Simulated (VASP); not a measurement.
Write the native input for VASP 6.6.1 that does the following.

* Task: single point
* Functional: PBE
* Potentials or basis: VASP PAW PBE potentials, release 64 (Cd, Te)
* Cutoff: 520 eV
* k mesh: 8 × 8 × 8
* Occupations: gaussian, width 0.05 eV
* Spin: no spin polarisation
* Dipole correction: no
* Further INCAR settings: ALGO = Normal; EDIFF = 1e-06; NBANDS = 16

The structure of CdTe lies in POSCAR:

```
CdTe
1.0
    0.0000000000      3.2050000000      3.3011500000
    3.2050000000      0.0000000000      3.3011500000
    3.2050000000      3.2050000000      0.0000000000
Cd Te
1 1
Direct
    0.0000000000      0.0000000000      0.0000000000
    0.7500000000      0.7500000000      0.7500000000
```

This cell differs from its parent crystal: strain +0.0300 x Voigt [0, 0, 1, 0, 0, 0].

One way to write it, as run:

INCAR

```
  ALGO = Normal
  EDIFF = 1E-6
  ENCUT = 520
  GGA = PE
  ISIF = 2
  ISMEAR = 0
  LASPH = T
  LCHARG = F
  LREAL = F
  LWAVE = F
  NBANDS = 16
  NELM = 60
  PREC = Accurate
  SIGMA = 0.05
```

KPOINTS

```
k-points
0
Gamma
  8 8 8
```

Potentials or basis: VASP PAW PBE potentials, release 64 (Cd, Te).

Run with:

```bash
$ cat potpaw_PBE.64/Cd/POTCAR potpaw_PBE.64/Te/POTCAR > POTCAR
$ mpirun -np 1 vasp_std > vasp.out
```

Results of the run:

| Item | Value |
| --- | --- |
| Pressure | 2.9 GPa |
| Band gap on the k mesh | 0.75 eV |

Caveat: the cell differs from its parent crystal (strain +0.0300 x Voigt [0, 0, 1, 0, 0, 0]); spin-orbit coupling is left out, which moves the levels of the heavy elements.

It took 23 s on 1 thread of Intel(R) Xeon(R) 6975P-C (Granite Rapids) (shared host), peak memory 0.24 GiB.
